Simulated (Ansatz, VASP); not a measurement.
## One calculation of AlPt, two programs

INCAR

```
SYSTEM = AlPt
  PREC = Accurate
  ENCUT = 500
  EDIFF = 1E-6
  ISMEAR = 0
  SIGMA = 0.1
  LREAL = .False.
  LASPH = .True.
  NELM = 120
  ALGO = Normal
  ISIF = 2
  LWAVE = .False.
  LCHARG = .False.
  NBANDS = 14
  GGA_COMPAT = .False.
```

Contents of KPOINTS:

```
Automatic mesh
0
Gamma
  6 6 6
  0 0 0
```

Contents of POSCAR:

```
AlPt
1.0
    3.0915460000      0.0000000000      0.0000000000
    0.0000000000      3.0915460000      0.0000000000
    0.0000000000      0.0000000000      3.0915460000
Al Pt
1 1
Direct
    0.0000000000      0.0000000000      0.0000000000
    0.5000000000      0.5000000000      0.5000000000
```

Input for Ansatz:

```yaml
crystal:
  lattice:
    - [3.091546, 0.0, 0.0]
    - [0.0, 3.091546, 0.0]
    - [0.0, 0.0, 3.091546]
  atoms:
    - { symbol: Al, position: [0.0, 0.0, 0.0] }
    - { symbol: Pt, position: [0.5, 0.5, 0.5] }
basis:
  ecutwfc: 420
kpoints:
  mp_grid: { grid: [6, 6, 6] }
hamiltonian:
  xc: lda
scf:
  occupations: { method: gaussian, width: 0.1 }
output:
  forces: true
  stress: true
  eigenvalues: true
```

Alike in both runs: task single point; functional LDA; k mesh 6 × 6 × 6; occupations gaussian, width 0.1 eV; no spin polarisation.

|  | VASP | Ansatz |
| --- | --- | --- |
| version | VASP 6.6.1 | Ansatz 0.2.0 |
| potentials or method | VASP PAW LDA potentials, release 64 (Al, Pt), cutoff 500 eV | scalar-relativistic, plane waves, PAW |
| valence electrons in the cell | 13 | 21 |

VASP gave:

* gap on the k mesh at the Fermi level (eV): none
* pressure (GPa): -9.0

Task: Estimate Ansatz's values.

Result: gap on the k mesh at the Fermi level (eV): none; pressure (GPa): -9.5.

LDA's correlation is that of Perdew and Zunger in VASP and of Perdew and Wang (1992) in Ansatz. A gap of «none» marks a metal or a gap that the smearing closes. VASP's potentials hold 13 valence electrons a cell and Ansatz's 21, so a difference there can come from the potentials and not from the codes.

Neither program's run includes spin-orbit coupling.
